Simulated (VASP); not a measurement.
The system is Ba.

```
Ba
1.0
     4.45449    0.00000    0.00000
    -2.22724    3.85770    0.00000
     0.00000    0.00000   14.54836
Ba
4
Direct
  0.00000 0.00000 0.00000
  0.00000 0.00000 0.50000
  0.33333 0.66667 0.25000
  0.66667 0.33333 0.75000
```

This isn't the form of Ba at room conditions, which is bcc.

```yaml
Program: VASP 6.6.1
Task: relaxation of cell and atoms
Functional: LDA
Potentials_or_basis: VASP PAW LDA potentials, release 64 (Ba_sv)
Cutoff: 600 eV
k_mesh: 8 × 8 × 3
Occupations: fermi-dirac, width 0.1 eV
Spin: no spin polarisation
```

At the start: pressure -1.1 GPa; volume 62.50 Å³/atom.

Q: Where does the relaxation end?

A: Over 6 steps the energy falls by 31.6 meV/atom and the volume is 54.16 Å³/atom (-13.3 %); space group P6_3/mmc (No. 194, to 0.1 Å) before and after.

The path:
| step | energy change (eV) | largest force (eV/Å) | pressure (GPa) | volume (Å³) |
| --- | --- | --- | --- | --- |
| 1 | 0.0000 | 0.0000 | -1.12 | 250.00 |
| 2 | -0.0877 | 0.0000 | -0.68 | 234.54 |
| 3 | -0.1252 | 0.0000 | -0.12 | 219.81 |
| 4 | -0.1263 | 0.0000 | 0.00 | 216.89 |
| 5 | -0.1262 | 0.0000 | 0.03 | 216.26 |
| 6 | -0.1263 | 0.0000 | 0.01 | 216.64 |

Final structure:
```yaml
crystal:
  lattice:
    - [4.24952, 0.00000, 0.00000]
    - [-2.12476, 3.68019, 0.00000]
    - [0.00000, 0.00000, 13.85231]
  atoms:
    - { symbol: Ba, position: [0.00000, 0.00000, 0.00000] }
    - { symbol: Ba, position: [0.00000, 0.00000, 0.50000] }
    - { symbol: Ba, position: [0.33333, 0.66667, 0.25000] }
    - { symbol: Ba, position: [0.66667, 0.33333, 0.75000] }
```
